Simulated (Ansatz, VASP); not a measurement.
# Be2ZnSe3: VASP beside Ansatz

File INCAR:

```
SYSTEM = Be2ZnSe3
PREC = Accurate
ENCUT = 520
EDIFF = 1E-6
ISMEAR = 0
SIGMA = 0.1
LREAL = .False.
LASPH = .True.
NELM = 80
ALGO = Normal
ISIF = 2
LWAVE = .False.
LCHARG = .False.
GGA = PE
NBANDS = 26
```

Contents of KPOINTS:

```
Automatic mesh
0
Gamma
  6 6 2
  0 0 0
```

POSCAR

```
Be2ZnSe3
1.0
    3.7727717700      0.0000000000      0.0000000000
   -1.8863858900      3.2673162000      0.0000000000
    0.0000000000      0.0000000000      9.2413657600
Be Zn Se
2 1 3
Direct
    0.6666666700      0.3333333300      0.3333333300
    0.3333333300      0.6666666700      0.6666666700
    0.0000000000      0.0000000000      0.0000000000
    0.6666666700      0.3333333300      0.0833333300
    0.3333333300      0.6666666700      0.4166666700
    0.0000000000      0.0000000000      0.7500000000
```

Input for Ansatz:

```yaml
crystal:
  lattice:
    - [3.77277177, 0.0, 0.0]
    - [-1.88638589, 3.2673162, 0.0]
    - [0.0, 0.0, 9.24136576]
  atoms:
    - { symbol: Be, position: [0.66666667, 0.33333333, 0.33333333] }
    - { symbol: Be, position: [0.33333333, 0.66666667, 0.66666667] }
    - { symbol: Zn, position: [0.0, 0.0, 0.0] }
    - { symbol: Se, position: [0.66666667, 0.33333333, 0.08333333] }
    - { symbol: Se, position: [0.33333333, 0.66666667, 0.41666667] }
    - { symbol: Se, position: [0.0, 0.0, 0.75] }
basis:
  ecutwfc: 420
kpoints:
  mp_grid: { grid: [6, 6, 2] }
hamiltonian:
  xc: pbe
scf:
  occupations: { method: gaussian, width: 0.1 }
  lower_state_search: "off"
output:
  forces: true
  stress: true
  eigenvalues: true
```

Alike in both runs: task single point; functional PBE; k mesh 6 × 6 × 2; occupations gaussian, width 0.1 eV; no spin polarisation.

|  | VASP | Ansatz |
| --- | --- | --- |
| version | VASP 6.6.1 | Ansatz 0.2.0 |
| potentials or method | VASP PAW PBE potentials, release 64 (Be, Zn, Se), cutoff 520 eV | scalar-relativistic, plane waves, PAW |
| valence electrons in the cell | 34 | 64 |

|  | VASP | Ansatz | Ansatz less VASP |
| --- | --- | --- | --- |
| gap on the k mesh at the Fermi level (eV) | 2.55 | 2.56 | +0.007 |
| least direct gap on the mesh (eV) | 2.86 | 2.86 | -0.006 |
| pressure (GPa) | 3.1 | 2.8 | -0.24 |
| traceless stress, the component that is largest in VASP (GPa) | -0.12 | -0.12 | 0.000 |
| rms of the force components (eV/Å) | 0.620 | 0.612 | -0.0082 |

Atom by atom the forces differ by 0.008 eV/Å (rms over components). VASP's potentials hold 34 valence electrons a cell and Ansatz's 64, so a difference there can come from the potentials and not from the codes.
